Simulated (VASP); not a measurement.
# BN (Imm2) in VASP: notebook

The runs below take BN through single point, with PBE.

All numbers are computed with VASP 6.6.1; they aren't measurements. Logs are shortened: lines on timing, memory, paths and dates and some standing lists are left out, and cuts for length are marked.

## (1) The cell of the first run

The structure is orthorhombic, space group Imm2 (No. 44). Conventional cell: a = 2.538 Å, b = 2.590 Å, c = 3.626 Å, α = 90.00°, β = 90.00°, γ = 90.00°. Within 2.1 Å of B (site symmetry mm2) lie 4 N at 1.56 to 1.58 Å. Within 2.1 Å of N (site symmetry mm2) lie 4 B at 1.56 to 1.58 Å.

## (2) Single point, PBE (strain -0.0200 x Voigt [0, 0, 0, 0, 1, 0])

Input file INCAR:

```
SYSTEM = BN
PREC = Accurate
ENCUT = 520
EDIFF = 1E-6
ISMEAR = 0
SIGMA = 0.05
LREAL = .FALSE.
LASPH = .TRUE.
NELM = 100
ALGO = Normal
ISIF = 2
LWAVE = .FALSE.
LCHARG = .FALSE.
GGA = PE
NBANDS = 11
```

Input file KPOINTS:

```
Automatic mesh
0
G
  12 12 12
  0 0 0
```

Input file POSCAR:

```
BN
1.0
   -0.0181300100      1.8130010000      1.8130010000
    1.7948709900      0.0000000000      1.7948709900
    1.8130010000      1.8130010000     -0.0181300100
B N
1 1
Direct
    0.0000000000      0.0000000000      0.0000000000
    0.7500000000      0.7500000000      0.7500000000
```

Potentials or basis: VASP PAW PBE potentials, release 64 (B, N).

Launch:

```bash
> cat potpaw_PBE.64/B/POTCAR potpaw_PBE.64/N/POTCAR > POTCAR
> mpirun -np 1 vasp_std > vasp.out
```

OUTCAR:

```text
SYSTEM = BN
   PREC = Accurate
   ENCUT = 520
   EDIFF = 1E-6
   ISMEAR = 0
   LREAL = .FALSE.
   LASPH = .TRUE.
   NELM = 100
   ISIF = 2
   GGA = PE

 ion  position               nearest neighbor table
   1  0.000  0.000  0.000-   2 1.56   2 1.56   2 1.58   2 1.58
   2  0.750  0.750  0.750-   1 1.56   1 1.56   1 1.58   1 1.58

  LATTYP: Found a body centered orthorhombic cell.
 ALAT       =     2.5383308968
 B/A-ratio  =     1.0202020202
 C/A-ratio  =     1.4284985479

  Lattice vectors:

 A1 = (   1.8130010000,  -1.8130010000,  -0.0181300100)
 A2 = (  -1.8130010000,  -1.8130010000,   0.0181300100)
 A3 = (   0.0181300100,   1.8130010000,  -1.8130010000)

Analysis of symmetry for initial positions (statically):
=====================================================================
 Subroutine PRICEL returns:
 Original cell was already a primitive cell.

 Routine SETGRP: Setting up the symmetry group for a
 body centered orthorhombic supercell.

 Subroutine GETGRP returns: Found  4 space group operations
 (whereof  4 operations were pure point group operations)
 out of a pool of  8 trial point group operations.

The static configuration has the point symmetry C_2v.

Analysis of symmetry for dynamics (positions and initial velocities):
=====================================================================
 Subroutine PRICEL returns:
 Original cell was already a primitive cell.

 Routine SETGRP: Setting up the symmetry group for a
 body centered orthorhombic supercell.

 Subroutine GETGRP returns: Found  4 space group operations
 (whereof  4 operations were pure point group operations)
 out of a pool of  8 trial point group operations.

The dynamic configuration has the point symmetry C_2v.

 Subroutine INISYM returns: Found  4 space group operations
 (whereof  4 operations are pure point group operations),
 and found     1 'primitive' translations

----------------------------------------------------------------------------------------

                                     Primitive cell

  volume of cell :      11.9174

  direct lattice vectors                    reciprocal lattice vectors
    -0.018130010  1.813001000  1.813001000    -0.273055285  0.275785838  0.273055285
     1.794870990  0.000000000  1.794870990     0.278571553 -0.275785838  0.278571553
     1.813001000  1.813001000 -0.018130010     0.273055285  0.275785838 -0.273055285

  length of vectors
     2.564034701  2.538330897  2.564034701     0.474527350  0.480897130  0.474527350

  position of ions in fractional coordinates (direct lattice)
     0.000000000  0.000000000  0.000000000
     0.750000000  0.750000000  0.750000000

  ion indices of the primitive-cell ions
   primitive index   ion index
                 1           1
                 2           2

----------------------------------------------------------------------------------------

 KPOINTS: Automatic mesh

Automatic generation of k-mesh.
 Grid dimensions read from file:
 generate k-points for:   12   12   12

 Generating k-lattice:

  Cartesian coordinates                     Fractional coordinates (reciprocal lattice)
    -0.022754607  0.022982153  0.022754607     0.083333333  0.000000000  0.000000000
     0.023214296 -0.022982153  0.023214296    -0.000000000  0.083333333 -0.000000000
     0.022754607  0.022982153 -0.022754607     0.000000000  0.000000000  0.083333333

  Length of vectors
     0.039543946  0.040074761  0.039543946

  Shift w.r.t. Gamma in fractional coordinates (k-lattice)
     0.000000000  0.000000000  0.000000000

 Subroutine IBZKPT returns following result:
 ===========================================

 Found    280 irreducible k-points:

 Following reciprocal coordinates:
            Coordinates               Weight
  0.000000  0.000000  0.000000      1.000000
  0.083333  0.000000  0.000000      4.000000
  0.166667  0.000000  0.000000      4.000000
  0.250000  0.000000  0.000000      4.000000
  0.333333  0.000000 -0.000000      4.000000
  0.416667  0.000000  0.000000      4.000000
[... 16 lines left out ...]
  0.250000  0.166667  0.000000      8.000000
  0.333333  0.166667 -0.000000      8.000000
 [... further k-points ...]
   k-points           NKPTS =    280   k-points in BZ     NKDIM =    280   number of bands    NBANDS=     11
   number of dos      NEDOS =    301   number of ions     NIONS =      2
   total plane-waves  NPLWV =   8000
   dimension x,y,z NGX =    20 NGY =   20 NGZ =   20
   dimension x,y,z NGXF=    40 NGYF=   40 NGZF=   40
   ions per type =               1   1
   NGX,Y,Z   is equivalent  to a cutoff of  12.97, 13.10, 12.97 a.u.
   NGXF,Y,Z  is equivalent  to a cutoff of  25.94, 26.20, 25.94 a.u.
 SYSTEM =  BN
   PREC   = accura    normal or accurate (medium, high low for compatibility)
   ISTART =      0    job   : 0-new  1-cont  2-samecut
   ICHARG =      2    charge: 1-file 2-atom 10-const
   ISPIN  =      1    spin polarized calculation?
[... 51 lines left out ...]
 fundamental gap:      4.3866042663
 Fermi energy:         7.5801944339

 k-point     1 :       0.0000    0.0000    0.0000
  band No.  band energies     occupation
      1     -12.8373      2.00000
      2       7.2556      2.00000
      3       7.2875      2.00000
      4       7.3314      2.00000
      5      15.8061      0.00000
      6      15.9638      0.00000
      7      16.3381      0.00000
      8      17.6059      0.00000
      9      31.8747      0.00000
     10      34.9497      0.00000
     11      34.9624      0.00000

 k-point     2 :       0.0833    0.0000    0.0000
  band No.  band energies     occupation
      1     -12.6720      2.00000
      2       6.3331      2.00000
      3       7.1089      2.00000
      4       7.1580      2.00000
      5      16.0587      0.00000
      6      16.3440      0.00000
      7      16.5978      0.00000
      8      18.0462      0.00000
      9      31.6945      0.00000
     10      32.7500      0.00000
     11      32.9328      0.00000

 k-point     3 :       0.1667    0.0000    0.0000
  band No.  band energies     occupation
      1     -12.1825      2.00000
      2       4.2204      2.00000
      3       6.6970      2.00000
      4       6.7329      2.00000
      5      16.5310      0.00000
      6      16.9657      0.00000
      7      17.2031      0.00000
      8      19.2760      0.00000
      9      31.0572      0.00000
     10      31.3410      0.00000
     11      31.4622      0.00000

 k-point     4 :       0.2500    0.0000    0.0000
  band No.  band energies     occupation
      1     -11.3929      2.00000
      2       1.7687      2.00000
      3       6.2200      2.00000
      4       6.2375      2.00000
      5      16.9232      0.00000
      6      17.5265      0.00000
      7      17.7876      0.00000
      8      20.6254      0.00000
      9      30.5651      0.00000
     10      30.8714      0.00000
     11      31.1061      0.00000

 k-point     5 :       0.3333    0.0000   -0.0000
  band No.  band energies     occupation
      1     -10.3676      2.00000
      2      -0.5878      2.00000
      3       5.8115      2.00000
      4       5.8123      2.00000
      5      17.2037      0.00000
      6      17.8485      0.00000
      7      18.0987      0.00000
      8      21.6403      0.00000
      9      30.4552      0.00000
     10      31.4611      0.00000
     11      31.9028      0.00000
[... 211 lines left out ...]
 k-point    21 :       0.0833    0.1667    0.0000
  band No.  band energies     occupation
      1     -12.2188      2.00000
      2       5.0501      2.00000
      3       6.1795      2.00000
      4       6.6267      2.00000
      5      15.6902      0.00000
      6      17.1016      0.00000
      7      17.6097      0.00000
      8      19.3028      0.00000
      9      28.3580      0.00000
     10      32.6384      0.00000
     11      33.6907      0.00000

 k-point    22 :       0.1667    0.1667    0.0000
  band No.  band energies     occupation
      1     -11.9522      2.00000
      2       5.2237      2.00000
      3       5.5592      2.00000
      4       5.5635      2.00000
      5      15.0018      0.00000
      6      18.3433      0.00000
      7      18.5388      0.00000
      8      19.2660      0.00000
      9      26.5150      0.00000
     10      33.4767      0.00000
     11      36.1968      0.00000

 k-point    23 :       0.2500    0.1667    0.0000
  band No.  band energies     occupation
      1     -11.3745      2.00000
      2       3.4042      2.00000
      3       4.9849      2.00000
      4       5.3156      2.00000
      5      14.9958      0.00000
      6      19.1648      0.00000
      7      19.4318      0.00000
      8      19.6462      0.00000
      9      25.9728      0.00000
     10      33.7386      0.00000
     11      35.6285      0.00000

 k-point    24 :       0.3333    0.1667   -0.0000
  band No.  band energies     occupation
      1     -10.5217      2.00000
      2       1.2254      2.00000
      3       4.5821      2.00000
      4       4.8168      2.00000
      5      15.4071      0.00000
      6      19.6640      0.00000
      7      19.9165      0.00000
      8      20.1459      0.00000
      9      26.6155      0.00000
     10      33.5584      0.00000
     11      35.3511      0.00000

 [... further k-points ...]
[... 5 lines left out ...]
  --------------------------------------------------------------------------------------
  -------------------------------------------------------------------------------------
  Total        0.0063172     -0.0080011      0.0063172      0.0000000      0.0000000      0.6617727
  in kB        0.8492807     -1.0756709      0.8492807      0.0000000      0.0000000     88.9690023
  external PRESSURE =       0.2076302 kB  Pullay stress =       0.0000000 kB

 VOLUME and BASIS-vectors are now :
 -----------------------------------------------------------------------------
  energy-cutoff  :      520.00
  volume of cell :       11.92
      direct lattice vectors                 reciprocal lattice vectors
    -0.018130010  1.813001000  1.813001000    -0.273055285  0.275785838  0.273055285
     1.794870990  0.000000000  1.794870990     0.278571553 -0.275785838  0.278571553
     1.813001000  1.813001000 -0.018130010     0.273055285  0.275785838 -0.273055285

 POSITION                                       TOTAL-FORCE (eV/Angst)
 -----------------------------------------------------------------------------------
      0.00000      0.00000      0.00000         0.000000      0.029182      0.000000
      2.69231      2.71950      2.69231        -0.000000     -0.029182     -0.000000
 -----------------------------------------------------------------------------------
    total drift:                                0.000000     -0.000003      0.000000

  FREE ENERGIE OF THE ION-ELECTRON SYSTEM (eV)
  ---------------------------------------------------
  free  energy   TOTEN  =       -17.4444082013 eV

  energy  without entropy=      -17.4444082013  energy(sigma->0) =      -17.44440820
```

Run time: 14 s. Hardware: 1 thread of Intel Xeon 6975P-C, shared host; peak memory 0.15 GiB.

What came out:

```yaml
Free_energy: -17.4444 eV
Pressure: 0.0 GPa
Largest_force: 0.029 eV/Å
Band_gap_on_the_k_mesh: 4.39 eV, indirect (least direct gap 8.47 eV)
```

Forces in eV/Å, atoms in the order of the input:
```
B    0.000  0.029  0.000
N    0.000 -0.029  0.000
```

Stress tensor (GPa, compression positive):
```
 0.08  0.00  8.90
 0.00 -0.11  0.00
 8.90  0.00  0.08
```

Levels at points of the mesh, in eV from the valence-band top:
```tsv
k point	band 1	band 2	band 3	band 4	band 5	band 6	band 7	band 8	band 9
(0.00, 0.00, 0.00)	-20.17	-0.08	-0.04	0.00	8.47	8.63	9.01	10.27	24.54
(0.50, 0.00, 0.00)	-16.08	-10.67	-1.90	-1.88	10.09	10.62	10.84	15.10	23.33
(0.00, 0.50, 0.00)	-15.91	-10.62	-2.05	-2.02	9.78	10.40	10.72	15.15	23.23
(0.50, 0.50, 0.00)	-14.64	-8.90	-4.90	-4.90	4.41	9.14	17.70	17.73	20.64
(0.50, 0.00, 0.50)	-14.64	-8.90	-5.08	-4.71	4.39	9.18	17.72	17.77	20.59
```

Caveat: the cell differs from its parent crystal (strain -0.0200 x Voigt [0, 0, 0, 0, 1, 0]). A k mesh can miss the band edges.

## (3) Single point, PBE (strain +0.0100 x Voigt [0, 0, 0, 0, 1, 0])

Input file INCAR:

```
SYSTEM = BN
PREC     = Accurate       ! precision mode
ENCUT    = 520            ! plane-wave cutoff, eV
EDIFF    = 1E-6           ! SCF threshold, eV
ISMEAR   = 0              ! smearing method
SIGMA    = 0.05           ! smearing width, eV
LREAL    = .False.        ! projectors in reciprocal space
LASPH    = .True.         ! aspherical terms in the spheres
NELM     = 60             ! most SCF steps
ALGO     = Normal         ! electronic algorithm
ISIF     = 2              ! what is computed and relaxed
LWAVE    = .False.        ! write WAVECAR
LCHARG   = .False.        ! write CHGCAR
GGA      = PE             ! functional
NBANDS   = 11             ! bands
```

Input file KPOINTS:

```
regular mesh
0
Gamma
  12 12 12
  0 0 0
```

Input file POSCAR:

```
BN
1.0
    0.0090650050      1.8130010000      1.8130010000
    1.8220660050      0.0000000000      1.8220660050
    1.8130010000      1.8130010000      0.0090650050
B N
1 1
Direct
    0.0000000000      0.0000000000      0.0000000000
    0.7500000000      0.7500000000      0.7500000000
```

Potentials or basis: VASP PAW PBE potentials, release 64 (B, N).

Launch:

```bash
> cat potpaw_PBE.64/B/POTCAR potpaw_PBE.64/N/POTCAR > POTCAR
> mpirun -np 1 vasp_std > vasp.out
```

Wall time 18 s (1 thread of Intel Xeon 6975P-C, shared host); peak memory 0.15 GiB.

It converged, with:

```
Free energy            : -17.4494 eV
Pressure               : -0.1 GPa
Largest force          : 0.015 eV/Å
Band gap on the k mesh : 4.42 eV, indirect (least direct gap 8.63 eV)
```

Forces in eV/Å, atoms in the order of the input:
```
B    0.000 -0.015  0.000
N    0.000  0.015  0.000
```

Stress tensor (GPa, compression positive):
```
-0.10  0.00 -4.45
 0.00 -0.15  0.00
-4.45  0.00 -0.10
```

Levels at points of the mesh, in eV from the valence-band top:
| k point | band 1 | band 2 | band 3 | band 4 | band 5 | band 6 | band 7 | band 8 | band 9 |
| --- | --- | --- | --- | --- | --- | --- | --- | --- | --- |
| (0.00, 0.00, 0.00) | -20.15 | -0.04 | -0.02 | 0.00 | 8.63 | 8.73 | 8.89 | 10.21 | 24.56 |
| (0.50, 0.00, 0.00) | -15.93 | -10.61 | -1.99 | -1.97 | 9.91 | 10.53 | 10.68 | 15.16 | 23.28 |
| (0.00, 0.50, 0.00) | -16.02 | -10.64 | -1.91 | -1.90 | 10.08 | 10.62 | 10.75 | 15.13 | 23.33 |
| (0.50, 0.50, 0.00) | -14.62 | -8.88 | -4.88 | -4.88 | 4.43 | 9.16 | 17.75 | 17.76 | 20.62 |
| (0.50, 0.00, 0.50) | -14.62 | -8.88 | -4.97 | -4.79 | 4.42 | 9.17 | 17.75 | 17.77 | 20.61 |

Caveat: the cell differs from its parent crystal (strain +0.0100 x Voigt [0, 0, 0, 0, 1, 0]). A k mesh can miss the band edges.

## (4) Single point, PBE (strain +0.0350 x Voigt [0, 0, 0, 0, 1, 0])

Input file INCAR:

```
PREC     = Accurate       # precision mode
ENCUT    = 520            # plane-wave cutoff, eV
EDIFF    = 1E-7           # SCF threshold, eV
ISMEAR   = 0              # smearing method
SIGMA    = 0.05           # smearing width, eV
LREAL    = False          # projectors in reciprocal space
LASPH    = True           # aspherical terms in the spheres
NELM     = 100            # most SCF steps
ALGO     = Normal         # electronic algorithm
ISIF     = 2              # what is computed and relaxed
LWAVE    = False          # write WAVECAR
LCHARG   = False          # write CHGCAR
GGA      = PE             # functional
NBANDS   = 11             # bands
```

Input file KPOINTS:

```
regular mesh
0
Gamma
  12 12 12
```

Input file POSCAR:

```
BN
1.0
    0.0317275175      1.8130010000      1.8130010000
    1.8447285175      0.0000000000      1.8447285175
    1.8130010000      1.8130010000      0.0317275175
B N
1 1
Direct
    0.0000000000      0.0000000000      0.0000000000
    0.7500000000      0.7500000000      0.7500000000
```

Launch:

```bash
> cat potpaw_PBE.64/B/POTCAR potpaw_PBE.64/N/POTCAR > POTCAR
> mpirun -np 1 vasp_std > vasp.out
```

It took 21 s on 1 thread of Intel Xeon 6975P-C, shared host; peak memory 0.14 GiB.

The run converged. Its results:

| Item | Value |
| --- | --- |
| Free energy | -17.4307 eV |
| Pressure | 0.4 GPa |
| Largest force | 0.052 eV/Å |
| Band gap on the k mesh | 4.31 eV, indirect (least direct gap 8.25 eV) |

Forces in eV/Å, atoms in the order of the input:
```
B    0.000 -0.052  0.000
N    0.000  0.052  0.000
```

Stress tensor (GPa, compression positive):
```
  0.59   0.00 -15.58
  0.00   0.00   0.00
-15.58   0.00   0.59
```

Levels at points of the mesh, in eV from the valence-band top:
```csv
k point,band 1,band 2,band 3,band 4,band 5,band 6,band 7,band 8
"(0.00, 0.00, 0.00)",-20.20,-0.13,-0.08,0.00,8.25,8.42,9.18,10.44
"(0.50, 0.00, 0.00)",-15.88,-10.64,-2.15,-2.09,9.57,10.22,10.79,15.15
"(0.00, 0.50, 0.00)",-16.18,-10.72,-1.87,-1.85,10.02,10.71,10.98,15.04
"(0.50, 0.50, 0.00)",-14.67,-8.93,-4.93,-4.92,4.38,9.11,17.58,17.67
"(0.50, 0.00, 0.50)",-14.68,-8.93,-5.24,-4.60,4.31,9.22,17.67,17.76
```

Caveat: the cell differs from its parent crystal (strain +0.0350 x Voigt [0, 0, 0, 0, 1, 0]). A k mesh can miss the band edges.

## (5) Single point, PBE (strain +0.0250 x Voigt [0, 0, 0, 0, 1, 0])

Input file INCAR:

```
PREC = Accurate ; ENCUT = 520
EDIFF = 1E-6 ; ISMEAR = 0
SIGMA = 0.05 ; LREAL = F
LASPH = T ; NELM = 80
ALGO = Normal ; ISIF = 2
LWAVE = F ; LCHARG = F
GGA = PE ; NBANDS = 11
```

Input file KPOINTS:

```
Automatic mesh
0
Gamma
  12 12 12
```

Input file POSCAR:

```
BN
1.0
    0.0226625125      1.8130010000      1.8130010000
    1.8356635125      0.0000000000      1.8356635125
    1.8130010000      1.8130010000      0.0226625125
B N
1 1
Direct
    0.0000000000      0.0000000000      0.0000000000
    0.7500000000      0.7500000000      0.7500000000
```

Launch:

```bash
> cat potpaw_PBE.64/B/POTCAR potpaw_PBE.64/N/POTCAR > POTCAR
> mpirun -np 1 vasp_std > vasp.out
```

Wall time 21 s (1 thread of Intel Xeon 6975P-C, shared host); peak memory 0.15 GiB.

The run converged. Its results:

* Free energy: -17.4407 eV
* Pressure: 0.1 GPa
* Largest force: 0.037 eV/Å
* Band gap on the k mesh: 4.36 eV, indirect (least direct gap 8.40 eV)

Forces on the atoms (eV/Å):
```
B    0.000 -0.037  0.000
N    0.000  0.037  0.000
```

Stress tensor (GPa, compression positive):
```
  0.22   0.00 -11.12
  0.00  -0.08   0.00
-11.12   0.00   0.22
```

Levels at points of the mesh, in eV from the valence-band top:
```tsv
k point	band 2	band 3	band 4	band 5	band 6	band 7
(0.00, 0.00, 0.00)	-0.09	-0.06	0.00	8.40	8.57	9.06
(0.50, 0.00, 0.00)	-10.63	-2.08	-2.05	9.71	10.34	10.74
(0.00, 0.50, 0.00)	-10.69	-1.89	-1.87	10.08	10.64	10.89
(0.50, 0.50, 0.00)	-8.91	-4.91	-4.90	4.40	9.13	17.66
(0.50, 0.00, 0.50)	-8.91	-5.13	-4.68	4.36	9.19	17.70
```

Caveat: the cell differs from its parent crystal (strain +0.0250 x Voigt [0, 0, 0, 0, 1, 0]). A k mesh can miss the band edges.

## (6) Overview

| cell | gap on the mesh (eV) | pressure (GPa) | largest force (eV/Å) |
| --- | --- | --- | --- |
| a = 2.564, b = 2.538 Å, angles 60.3, 60.7, 60.3°, 2 atoms | 4.39 | 0.0 | 0.03 |
| a = 2.564, b = 2.577 Å, angles 59.8, 59.7, 59.8°, 2 atoms | 4.42 | -0.1 | 0.01 |
| a = 2.564, b = 2.609 Å, angles 59.4, 58.8, 59.4°, 2 atoms | 4.31 | 0.4 | 0.05 |
| a = 2.564, b = 2.596 Å, angles 59.6, 59.2, 59.6°, 2 atoms | 4.36 | 0.1 | 0.04 |

Alike in all rows: task single point; level PBE; potentials or basis VASP PAW PBE potentials, release 64 (B, N); no spin polarisation; k mesh 12 × 12 × 12; cutoff (eV) 520; smearing gaussian 0.05 eV.

Absolute energies hang on the potentials; compare differences alone.
